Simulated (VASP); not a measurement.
## InSb: single point with LDA

**Experimental background.**

From “Electronic Structure and Epitaxy of CdTe Shells on InSb Nanowires”, 2021, arxiv:2111.05126, for a bulk crystal of InSb: band gap 0.24 eV.

InSb:

```
In Sb
1.0
     0.00000    3.23478    3.23478
     3.23478    0.00000    3.23478
     3.23478    3.23478    0.00000
In Sb
1 1
Direct
  0.00000 0.00000 0.00000
  0.75000 0.75000 0.75000
```

```
Program                : VASP 6.6.1
Task                   : single point
Functional             : LDA
Potentials or basis    : VASP PAW LDA potentials, release 64 (In_d, Sb)
Cutoff                 : 500 eV
k mesh                 : 6 × 6 × 6
Occupations            : gaussian, width 0.05 eV
Spin                   : no spin polarisation
Dipole correction      : no
Further INCAR settings : ALGO = Normal; EDIFF = 1e-06; NBANDS = 16
```

```yaml
Pressure: -0.3 GPa
Band_gap_on_the_k_mesh: zero (filled and empty bands touch)
```

Levels at points of the mesh, in eV from the Fermi level:
| k point | band 6 | band 7 | band 8 | band 9 | band 10 | band 11 | band 12 | band 13 |
| --- | --- | --- | --- | --- | --- | --- | --- | --- |
| (0.00, 0.00, 0.00) | -10.82 | -0.36 | -0.02 | -0.02 | -0.02 | 2.89 | 2.89 | 2.89 |
| (0.50, 0.00, 0.00) | -9.43 | -5.72 | -1.04 | -1.04 | 0.41 | 3.75 | 3.75 | 5.92 |
| (0.50, 0.50, 0.00) | -8.82 | -6.02 | -2.31 | -2.31 | 1.22 | 1.23 | 8.05 | 8.05 |

It took 32 s on 1 thread of Intel Xeon 8259CL (shared host), peak memory 0.18 GiB.

Measured gap of InSb: 0.24 eV (quoted in “Electronic Structure and Epitaxy of CdTe Shells on InSb Nanowires”, 2021, arxiv:2111.05126). This calculation gives 0.00 eV (-0.24 eV). Spin-orbit coupling on In, Sb is left out. The value is that of LDA on a finite k mesh, which can miss the band edges, without temperature or zero-point motion. Semilocal functionals fall short of measured gaps as a rule.

Caveat: semilocal functionals underestimate gaps, so a narrow gap can read as zero; spin-orbit coupling is left out, which moves the levels of the heavy elements.
